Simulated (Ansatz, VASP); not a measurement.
Two plane-wave programs on KI

File POSCAR:

```
KI
1.0
    0.0000000000      3.5445661401      3.5445661401
    3.5445661401      0.0000000000      3.5445661401
    3.5445661401      3.5445661401      0.0000000000
K I
1 1
Direct
    0.0000000000      0.0000000000      0.0000000000
    0.5000000000      0.5000000000      0.5000000000
```

Contents of INCAR.step1:

```
PREC = Accurate ; ENCUT = 520
ISMEAR = -1 ; SIGMA = 0.2
LREAL = F ; LASPH = T
NELM = 60 ; NBANDS = 15
GGA = PE ; ALGO = Normal
EDIFF = 1E-4 ; LWAVE = T
LCHARG = F
```

INCAR.step2

```
PREC = Accurate ; ENCUT = 520
EDIFF = 1E-6 ; ISMEAR = -1
SIGMA = 0.2 ; LREAL = F
LASPH = T ; NELM = 60
ALGO = Normal ; ISIF = 2
LWAVE = F ; LCHARG = T
METAGGA = R2SCAN ; LMIXTAU = T
LELF = T ; LVHAR = T
NBANDS = 15 ; ISTART = 1
```

KPOINTS

```
regular mesh
0
Gamma
  4 4 4
```

Input for Ansatz:

```yaml
crystal:
  lattice:
    - [0.0, 3.5445661401, 3.5445661401]
    - [3.5445661401, 0.0, 3.5445661401]
    - [3.5445661401, 3.5445661401, 0.0]
  atoms:
    - { symbol: K, position: [0.0, 0.0, 0.0] }
    - { symbol: I, position: [0.5, 0.5, 0.5] }
kpoints:
  mp_grid: { grid: [4, 4, 4] }
hamiltonian:
  xc: r2scan
scf:
  occupations: { method: fermi_dirac, width: 0.2 }
  n_extra_bands: 4
output:
  forces: true
  stress: true
  eigenvalues: true
```

Alike in both runs: task single point; functional r2SCAN; k mesh 4 × 4 × 4; occupations fermi-dirac, width 0.2 eV; no spin polarisation.

|  | VASP | Ansatz |
| --- | --- | --- |
| version | VASP 6.6.1 | Ansatz 0.2.0 |
| potentials or method | VASP PAW PBE potentials, release 64 (K_sv, I) | plane waves |
| plane-wave cutoff (eV) | 520 | 500 |
| valence electrons in the cell | 16 | 26 |

|  | VASP | Ansatz | Ansatz less VASP |
| --- | --- | --- | --- |
| pressure (GPa) | 0.0 | 0.0 | 0.00 |

VASP's potentials were made for PBE, not for r2SCAN. VASP's potentials hold 16 valence electrons a cell and Ansatz's 26, so a difference there can come from the potentials and not from the codes.

Neither program's run includes spin-orbit coupling.
